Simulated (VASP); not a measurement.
# HgTe (I4mm) in VASP: notebook, part 2 of 2

VASP 6.6.1. The steps go on from the part before.

## 3. Single point, PBE (atom 2 (Te) moved by (-0.150, +0.000) A along x and y)

INCAR

```
PREC = Accurate
ENCUT = 500
EDIFF = 1E-6
ISMEAR = 0
SIGMA = 0.15
LREAL = F
LASPH = T
NELM = 120
ALGO = Normal
ISIF = 2
LWAVE = F
LCHARG = F
GGA = PE
NBANDS = 16
GGA_COMPAT = F
```

KPOINTS

```
Automatic mesh
0
Gamma
  8 8 8
```

POSCAR

```
HgTe
1.0
    0.0000000000      3.0771170000      3.0771170000
    3.0771170000      0.0000000000      3.0771170000
    3.0771170000      3.0771170000      0.0000000000
Hg Te
1 1
Direct
    0.0000000000      0.0000000000      0.0000000000
    0.5243734639      0.4756265361      0.4756265361
```

Potentials or basis: VASP PAW PBE potentials, release 64 (Hg, Te).

On the command line:

```sh
$ cat potpaw_PBE.64/Hg/POTCAR potpaw_PBE.64/Te/POTCAR > POTCAR
$ mpirun -np 1 vasp_std > vasp.out
```

OUTCAR:

```text
PREC = Accurate
   ENCUT = 500
   EDIFF = 1E-6
   ISMEAR = 0
   LREAL = F
   LASPH = T
   NELM = 120
   ISIF = 2
   GGA = PE

 ion  position               nearest neighbor table
   1  0.000  0.000  0.000-   2 2.93   2 3.08   2 3.08   2 3.08   2 3.08   2 3.23
   2  0.524  0.476  0.476-   1 2.93   1 3.08   1 3.08   1 3.08   1 3.08   1 3.23

  LATTYP: Found a face centered cubic cell.
 ALAT       =     6.1542340000

  Lattice vectors:

 A1 = (   0.0000000000,   3.0771170000,   3.0771170000)
 A2 = (   3.0771170000,   0.0000000000,   3.0771170000)
 A3 = (   3.0771170000,   3.0771170000,   0.0000000000)

Analysis of symmetry for initial positions (statically):
=====================================================================
 Subroutine PRICEL returns:
 Original cell was already a primitive cell.

 Routine SETGRP: Setting up the symmetry group for a
 face centered cubic supercell.

 Subroutine GETGRP returns: Found  8 space group operations
 (whereof  8 operations were pure point group operations)
 out of a pool of 48 trial point group operations.

[... 159 lines left out ...]

  energy without entropy =       -3.31069849  energy(sigma->0) =       -3.31991371

 E-fermi :   4.1547     XC(G=0):  -9.7420

 val. band max:        4.1502400854   @ k =   0.3750   0.0000   0.0000
 cond. band min:       4.1714983397   @ k =  -0.3750   0.3750   0.0000
 fundamental gap:      0.0212582543
 Fermi energy:         4.1547042490

 k-point     1 :       0.0000    0.0000    0.0000
  band No.  band energies     occupation
      1      -7.7594      2.00000
      2      -2.5593      2.00000
      3      -2.5117      2.00000
      4      -2.4775      2.00000
      5      -2.4775      2.00000
      6      -2.4565      2.00000
[... 433 lines left out ...]
      3      -2.5923      2.00000
      4      -2.5066      2.00000
      5      -2.2838      2.00000
      6      -2.2326      2.00000
[... 8 lines left out ...]
     15      15.4173      0.00000
     16      15.8672      0.00000

 [... further k-points ...]

------------------------ aborting loop because EDIFF is reached ----------------------------------------

  FORCE on cell =-STRESS in cart. coord.  units (eV):
  Direction    XX          YY          ZZ          XY          YZ          ZX
  --------------------------------------------------------------------------------------
  -------------------------------------------------------------------------------------
  Total        0.3790461     -0.0503570     -0.0503570      0.0000000      0.0000000      0.0000000
  in kB       10.4217488     -1.3845484     -1.3845484      0.0000000      0.0000000      0.0000000
  external PRESSURE =       2.5508840 kB  Pullay stress =       0.0000000 kB

 VOLUME and BASIS-vectors are now :
 -----------------------------------------------------------------------------
  energy-cutoff  :      500.00
  volume of cell :       58.27
      direct lattice vectors                 reciprocal lattice vectors
     0.000000000  3.077117000  3.077117000    -0.162489759  0.162489759  0.162489759
     3.077117000  0.000000000  3.077117000     0.162489759 -0.162489759  0.162489759
     3.077117000  3.077117000  0.000000000     0.162489759  0.162489759 -0.162489759

 POSITION                                       TOTAL-FORCE (eV/Angst)
 -----------------------------------------------------------------------------------
      0.00000      0.00000      0.00000        -0.259733      0.000000      0.000000
      2.92712      3.07712      3.07712         0.259733      0.000000      0.000000
 -----------------------------------------------------------------------------------
    total drift:                               -0.000070     -0.000000     -0.000000

  FREE ENERGIE OF THE ION-ELECTRON SYSTEM (eV)
  ---------------------------------------------------
  free  energy   TOTEN  =        -3.3291289253 eV

  energy  without entropy=       -3.3106984890  energy(sigma->0) =       -3.31991371
```

OSZICAR:

```text
N       E                     dE             d eps       ncg     rms          rms(c)
DAV:   1     0.102321378374E+03    0.10232E+03   -0.79308E+03  1896   0.955E+02
DAV:   2    -0.270119083974E+00   -0.10259E+03   -0.96069E+02  2272   0.228E+02
DAV:   3    -0.351245775264E+01   -0.32423E+01   -0.32336E+01  2280   0.417E+01
DAV:   4    -0.353611046588E+01   -0.23653E-01   -0.23649E-01  2640   0.336E+00
DAV:   5    -0.353637492365E+01   -0.26446E-03   -0.26446E-03  2384   0.272E-01    0.682E+00
DAV:   6    -0.333313160716E+01    0.20324E+00   -0.40595E-01  2304   0.799E+00    0.541E+00
DAV:   7    -0.332973965485E+01    0.33920E-02   -0.63303E-02  2224   0.172E+00    0.206E+00
DAV:   8    -0.332912685400E+01    0.61280E-03   -0.53638E-03  2192   0.816E-01    0.441E-01
DAV:   9    -0.332910545059E+01    0.21403E-04   -0.58571E-04  2520   0.247E-01    0.461E-02
DAV:  10    -0.332912158204E+01   -0.16131E-04   -0.54194E-05  2312   0.652E-02    0.322E-02
DAV:  11    -0.332912891108E+01   -0.73290E-05   -0.92616E-06  2432   0.207E-02    0.108E-02
DAV:  12    -0.332912892534E+01   -0.14258E-07   -0.83000E-07  1672   0.634E-03
   1 F= -.33291289E+01 E0= -.33199137E+01  d E =-.184304E-01
```

Run time: 16 s. Hardware: 1 thread of Intel Xeon 6975P-C (Granite Rapids), shared host; peak memory 0.21 GiB.

What came out:

```yaml
Free_energy: -3.3291 eV
Pressure: 0.3 GPa
Largest_force: 0.260 eV/Å
Band_gap_on_the_k_mesh: zero (bands 9 and 10 overlap by 2.39 eV)
```

Forces in eV/Å, atoms in the order of the input:
```
Hg  -0.260  0.000  0.000
Te   0.260  0.000  0.000
```

Stress tensor (GPa, compression positive):
```
 1.04  0.00  0.00
 0.00 -0.14  0.00
 0.00  0.00 -0.14
```

Levels at points of the mesh, in eV from the Fermi level:
```
           k point  band 7  band 8  band 9  band 10  band 11  band 12
(0.00, 0.00, 0.00)   -1.14   -0.68   -0.68    -0.66     7.20     7.20
(0.50, 0.00, 0.00)   -5.46    0.14    0.18     2.61     3.53     3.96
(0.50, 0.50, 0.00)   -4.13   -2.86   -2.17    -2.08     4.77     9.00
(0.00, 0.50, 0.50)   -4.28   -2.61   -2.21    -2.21     4.84     8.97
```

Caveat: the cell differs from its parent crystal (atom 2 (Te) moved by (-0.150, +0.000) A along x and y); spin-orbit coupling is left out, which moves the levels of the heavy elements.
